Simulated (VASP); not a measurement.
# Sb2Se3 (P4mm) in VASP: a series of runs

Runs on Sb2Se3. Level: PBE. Tasks: single point.

Program: VASP 6.6.1. These are calculated values, not measurements. Logs are shortened: lines on timing, memory, paths and dates and some standing lists are left out, and cuts for length are marked.

**1. The cell of the first run**

The structure is tetragonal, space group P4mm (No. 99). Conventional cell: a = 5.194 Å, b = 5.194 Å, c = 6.420 Å, α = 90.00°, β = 90.00°, γ = 90.00°. Sb (site symmetry 4mm) has 5 Se at 2.46 to 2.81 Å within 3.2 Å. Within 3.8 Å of Sb (site symmetry 4mm) lie 4 Se at 2.87 Å. Se (site symmetry 2mm) has 4 Sb at 2.81 to 2.87 Å and 4 Se at 3.67 Å within 3.7 Å. Within 3.2 Å of Se (site symmetry 4mm) lie 1 Sb at 2.46 Å.

**2. Single point, PBE**

Input file INCAR:

```
PREC = Accurate
ENCUT = 500
EDIFF = 1E-6
ISMEAR = 0
SIGMA = 0.15
LREAL = False
LASPH = True
NELM = 120
ALGO = Normal
ISIF = 2
LWAVE = False
LCHARG = False
GGA = PE
NBANDS = 22
GGA_COMPAT = False
```

Input file KPOINTS:

```
regular mesh
0
Gamma
  3 3 2
```

Input file POSCAR:

```
Sb2Se3
1.0
    5.1935810777      0.0000000000      0.0000000000
    0.0000000000      5.1935810777      0.0000000000
    0.0000000000      0.0000000000      6.4199746909
Sb Se
2 3
Direct
    0.0000000000      0.0000000000      0.7922236329
    0.5000000000      0.5000000000      0.1501323805
    0.5000000000      0.0000000000      0.9592731654
    0.0000000000      0.5000000000      0.9592731654
    0.0000000000      0.0000000000      0.4090975758
```

Potentials or basis: VASP PAW PBE potentials, release 64 (Sb, Se).

The run is started by

```sh
cat potpaw_PBE.64/Sb/POTCAR potpaw_PBE.64/Se/POTCAR > POTCAR
mpirun -np 1 vasp_std > vasp.out
```

OUTCAR:

```text
PREC = Accurate
   ENCUT = 500
   EDIFF = 1E-6
   ISMEAR = 0
   LREAL = False
   LASPH = True
   NELM = 120
   ISIF = 2
   GGA = PE

 ion  position               nearest neighbor table
   1  0.000  0.000  0.792-   5 2.46   4 2.81   3 2.81   4 2.81   3 2.81
   2  0.500  0.500  0.150-   3 2.87   4 2.87   3 2.87   4 2.87
   3  0.500  0.000  0.959-   1 2.81   1 2.81   2 2.87   2 2.87
   4  0.000  0.500  0.959-   1 2.81   1 2.81   2 2.87   2 2.87
   5  0.000  0.000  0.409-   1 2.46

  LATTYP: Found a simple tetragonal cell.
 ALAT       =     5.1935810777
 C/A-ratio  =     1.2361364143

  Lattice vectors:

 A1 = (   5.1935810777,   0.0000000000,   0.0000000000)
 A2 = (   0.0000000000,   5.1935810777,   0.0000000000)
 A3 = (   0.0000000000,   0.0000000000,   6.4199746909)

Analysis of symmetry for initial positions (statically):
=====================================================================
 Subroutine PRICEL returns:
 Original cell was already a primitive cell.

 Routine SETGRP: Setting up the symmetry group for a
 simple tetragonal supercell.

 Subroutine GETGRP returns: Found  8 space group operations
 (whereof  8 operations were pure point group operations)
 out of a pool of 16 trial point group operations.

The static configuration has the point symmetry C_4v.

Analysis of symmetry for dynamics (positions and initial velocities):
=====================================================================
 Subroutine PRICEL returns:
 Original cell was already a primitive cell.

 Routine SETGRP: Setting up the symmetry group for a
 simple tetragonal supercell.

 Subroutine GETGRP returns: Found  8 space group operations
 (whereof  8 operations were pure point group operations)
 out of a pool of 16 trial point group operations.

The dynamic configuration has the point symmetry C_4v.

 Subroutine INISYM returns: Found  8 space group operations
 (whereof  8 operations are pure point group operations),
 and found     1 'primitive' translations

----------------------------------------------------------------------------------------

                                     Primitive cell

  volume of cell :     173.1678

  direct lattice vectors                    reciprocal lattice vectors
     5.193581078  0.000000000  0.000000000     0.192545372  0.000000000  0.000000000
     0.000000000  5.193581078  0.000000000     0.000000000  0.192545372  0.000000000
     0.000000000  0.000000000  6.419974691     0.000000000  0.000000000  0.155763854

  length of vectors
     5.193581078  5.193581078  6.419974691     0.192545372  0.192545372  0.155763854

  position of ions in fractional coordinates (direct lattice)
     0.000000000  0.000000000  0.792223633
     0.500000000  0.500000000  0.150132380
     0.500000000  0.000000000  0.959273165
     0.000000000  0.500000000  0.959273165
     0.000000000  0.000000000  0.409097576

  ion indices of the primitive-cell ions
   primitive index   ion index
                 1           1
                 2           2
                 3           3
                 4           4
                 5           5

----------------------------------------------------------------------------------------

 KPOINTS: regular mesh

Automatic generation of k-mesh.
 Grid dimensions read from file:
 generate k-points for:    3    3    2

 Generating k-lattice:

  Cartesian coordinates                     Fractional coordinates (reciprocal lattice)
     0.064181791  0.000000000  0.000000000     0.333333333  0.000000000  0.000000000
     0.000000000  0.064181791  0.000000000     0.000000000  0.333333333  0.000000000
     0.000000000  0.000000000  0.077881927     0.000000000  0.000000000  0.500000000

  Length of vectors
     0.064181791  0.064181791  0.077881927

  Shift w.r.t. Gamma in fractional coordinates (k-lattice)
     0.000000000  0.000000000  0.000000000

 Subroutine IBZKPT returns following result:
 ===========================================

 Found      6 irreducible k-points:

 Following reciprocal coordinates:
            Coordinates               Weight
  0.000000  0.000000  0.000000      1.000000
  0.333333  0.000000  0.000000      4.000000
  0.333333  0.333333  0.000000      4.000000
  0.000000  0.000000  0.500000      1.000000
  0.333333  0.000000  0.500000      4.000000
  0.333333  0.333333  0.500000      4.000000
   k-points           NKPTS =      6   k-points in BZ     NKDIM =      6   number of bands    NBANDS=     22
   number of dos      NEDOS =    301   number of ions     NIONS =      5
   total plane-waves  NPLWV =  76800
   dimension x,y,z NGX =    40 NGY =   40 NGZ =   48
   dimension x,y,z NGXF=    80 NGYF=   80 NGZF=   96
   ions per type =               2   3
   NGX,Y,Z   is equivalent  to a cutoff of  12.80, 12.80, 12.43 a.u.
   NGXF,Y,Z  is equivalent  to a cutoff of  25.61, 25.61, 24.86 a.u.
 SYSTEM =  unknown system
   PREC   = accura    normal or accurate (medium, high low for compatibility)
   ISTART =      0    job   : 0-new  1-cont  2-samecut
   ICHARG =      2    charge: 1-file 2-atom 10-const
   ISPIN  =      1    spin polarized calculation?
   LNONCOLLINEAR =      F non collinear calculations
   LSORBIT =      F    spin-orbit coupling
   LASPH  =      T    aspherical Exc in radial PAW
   ENCUT  =  500.0 eV  36.75 Ry    6.06 a.u.   9.47  9.47 11.71*2*pi/ulx,y,z
   NELM   =    120;   NELMIN=  2; NELMDL= -5     # of ELM steps
   EDIFF  = 0.1E-05   stopping-criterion for ELM
   LREAL  =      F    real-space projection
   EDIFFG = 0.1E-04   stopping-criterion for IOM
   NSW    =      0    number of steps for IOM
   IBRION =     -1    ionic relax: 0-MD 1-quasi-New 2-CG
   NFREE  =      0    steps in history (QN), initial steepest desc. (CG)
   ISIF   =      2    stress and relaxation
   ISYM   =      2    0-nonsym 1-usesym 2-fastsym
   POTIM  = 0.5000    time-step for ionic-motion
   TEBEG  =    0.0;   TEEND  =   0.0 temperature during run
   PSTRESS=    0.0 pullay stress
   NELECT =      28.0000    total number of electrons
   NUPDOWN=      -1.0000    fix difference up-down
   EMIN   =  10.00;   EMAX   =-10.00  energy-range for DOS
   EFERMI =   0.00;   METHOD = LEGACY
   ISMEAR =     0;   SIGMA  =   0.15  broadening in eV -4-tet -1-fermi 0-gaus
   EFERMI_NEDOS =   21; number of points for ismear=-14 and -15
   IALGO  =     38    algorithm
   IMIX   =      4    mixing-type and parameters
     AMIX     =   0.40;   BMIX     =  1.00
     AMIX_MAG =   1.60;   BMIX_MAG =  1.00
  volume/ion in A,a.u.               =      34.63       233.72
  Fermi-wavevector in a.u.,A,eV,Ry     =   0.891877  1.685404 10.822689  0.795445
  Thomas-Fermi vector in A             =   2.013754
   LORBIT       =      0    0 simple, 1 ext, 2 COOP (PROOUT), +10 PAW based schemes
   GGA     = PE    functional components
   LHFCALC =     F    Hartree Fock is set to
   AEXX    =    0.0000 exact exchange contribution
   IVDW    =     0    specifies the selected vdW correction
   LEPSILON=     F    determine dielectric tensor
   LRPA    =     F    only Hartree local field effects (RPA)
 non-spin polarized calculation
 Gauss-broadening in eV      SIGMA  =   0.15
  energy-cutoff  :      500.00
  volume of cell :      173.17
 maximum number of plane-waves:      4432
 NGX is ok and might be reduce to    40
   NGX = 19   NGY = 19   NGZ = 23

 number of electron      28.0000001 magnetization

 Free energy of the ion-electron system (eV)
  ---------------------------------------------------
  ext. energy  EPLUGINS =         0.00000000
  ---------------------------------------------------
  free energy    TOTEN  =       -18.56693563 eV

  energy without entropy =      -18.54552236  energy(sigma->0) =      -18.55622899

 E-fermi :   2.8978     XC(G=0):  -8.0572

 val. band max:        2.5682037137   @ k =   0.3333   0.3333   0.5000
 cond. band min:       2.9030426698   @ k =   0.3333   0.3333   0.0000
 fundamental gap:      0.3348389561
 Fermi energy:         2.8977668837

 k-point     1 :       0.0000    0.0000    0.0000
  band No.  band energies     occupation
      1     -11.5715      2.00000
      2      -9.7109      2.00000
      3      -9.2841      2.00000
      4      -6.4131      2.00000
      5      -4.2097      2.00000
      6      -2.6923      2.00000
[... 14 lines left out ...]
     21       7.3561      0.00000
     22       7.8960      0.00000

 k-point     2 :       0.3333    0.0000    0.0000
  band No.  band energies     occupation
      1     -11.1555      2.00000
      2     -10.1879      2.00000
      3      -9.2829      2.00000
      4      -6.4050      2.00000
      5      -5.2232      2.00000
      6      -2.2256      2.00000
[... 14 lines left out ...]
     21       8.1119      0.00000
     22       8.6634      0.00000

 k-point     3 :       0.3333    0.3333    0.0000
  band No.  band energies     occupation
      1     -10.8016      2.00000
      2     -10.2175      2.00000
      3      -9.4275      2.00000
      4      -6.8489      2.00000
      5      -6.0198      2.00000
      6      -2.2257      2.00000
[... 14 lines left out ...]
     21       7.8408      0.00000
     22       9.1396      0.00000

 k-point     4 :       0.0000    0.0000    0.5000
  band No.  band energies     occupation
      1     -11.5083      2.00000
      2      -9.7100      2.00000
      3      -9.4791      2.00000
      4      -6.1471      2.00000
      5      -4.4458      2.00000
      6      -2.6327      2.00000
[... 14 lines left out ...]
     21       7.4413      0.00000
     22       8.0898      0.00000

 k-point     5 :       0.3333    0.0000    0.5000
  band No.  band energies     occupation
      1     -11.0960      2.00000
      2     -10.1679      2.00000
      3      -9.4302      2.00000
      4      -6.3413      2.00000
      5      -5.3686      2.00000
      6      -2.1693      2.00000
[... 14 lines left out ...]
     21       8.7598      0.00000
     22       9.0217      0.00000

 k-point     6 :       0.3333    0.3333    0.5000
  band No.  band energies     occupation
      1     -10.7559      2.00000
      2     -10.2147      2.00000
      3      -9.4546      2.00000
      4      -6.8654      2.00000
      5      -6.2652      2.00000
      6      -1.7583      2.00000
[... 14 lines left out ...]
     21       8.5190      0.00000
     22       9.2762      0.00000

------------------------ aborting loop because EDIFF is reached ----------------------------------------

  FORCE on cell =-STRESS in cart. coord.  units (eV):
  Direction    XX          YY          ZZ          XY          YZ          ZX
  --------------------------------------------------------------------------------------
  -------------------------------------------------------------------------------------
  Total        0.5265892      0.5265892      0.1847065      0.0000000     -0.0000000      0.0000000
  in kB        4.8720910      4.8720910      1.7089349      0.0000000     -0.0000000      0.0000000
  external PRESSURE =       3.8177057 kB  Pullay stress =       0.0000000 kB

 VOLUME and BASIS-vectors are now :
 -----------------------------------------------------------------------------
  energy-cutoff  :      500.00
  volume of cell :      173.17
      direct lattice vectors                 reciprocal lattice vectors
     5.193581078  0.000000000  0.000000000     0.192545372  0.000000000  0.000000000
     0.000000000  5.193581078  0.000000000     0.000000000  0.192545372  0.000000000
     0.000000000  0.000000000  6.419974691     0.000000000  0.000000000  0.155763854

 POSITION                                       TOTAL-FORCE (eV/Angst)
 -----------------------------------------------------------------------------------
      0.00000      0.00000      5.08606         0.000000     -0.000000      0.080699
      2.59679      2.59679      0.96385         0.000000      0.000000      0.025497
      2.59679      0.00000      6.15851        -0.000000     -0.000000     -0.026743
      0.00000      2.59679      6.15851         0.000000     -0.000000     -0.026743
      0.00000      0.00000      2.62640         0.000000     -0.000000     -0.052710
 -----------------------------------------------------------------------------------
    total drift:                                0.000000      0.000000      0.000945

  FREE ENERGIE OF THE ION-ELECTRON SYSTEM (eV)
  ---------------------------------------------------
  free  energy   TOTEN  =       -18.5669356262 eV

  energy  without entropy=      -18.5455223589  energy(sigma->0) =      -18.55622899
```

Run time: 48 s. Hardware: 1 thread of AMD EPYC 7R13, shared host; peak memory 0.22 GiB.

Results:

- Free energy: -18.5669 eV
- Pressure: 0.4 GPa
- Largest force: 0.081 eV/Å
- Band gap on the k mesh: zero (band 14 reaches 2.90 eV, above the bottom of band 15 at 2.18 eV)

Forces in eV/Å, atoms in the order of the input:
```
Sb   0.000  0.000  0.081
Sb   0.000  0.000  0.025
Se   0.000  0.000 -0.027
Se   0.000  0.000 -0.027
Se   0.000  0.000 -0.053
```

Levels at points of the mesh, in eV from the Fermi level:
```
           k point  band 10  band 11  band 12  band 13  band 14  band 15  band 16  band 17  band 18  band 19
(0.00, 0.00, 0.00)    -3.10    -2.00    -1.66    -0.94    -0.94    -0.72     1.33     1.33     3.74     3.74
(0.00, 0.00, 0.50)    -2.67    -2.05    -1.86    -1.29    -1.29    -0.61     2.05     2.05     2.82     3.67
```

Caveat: the k points lie up to 0.49 Å⁻¹ apart; spin-orbit coupling is left out, which moves the levels of the heavy elements.

(Continued in part 2 of 2.)
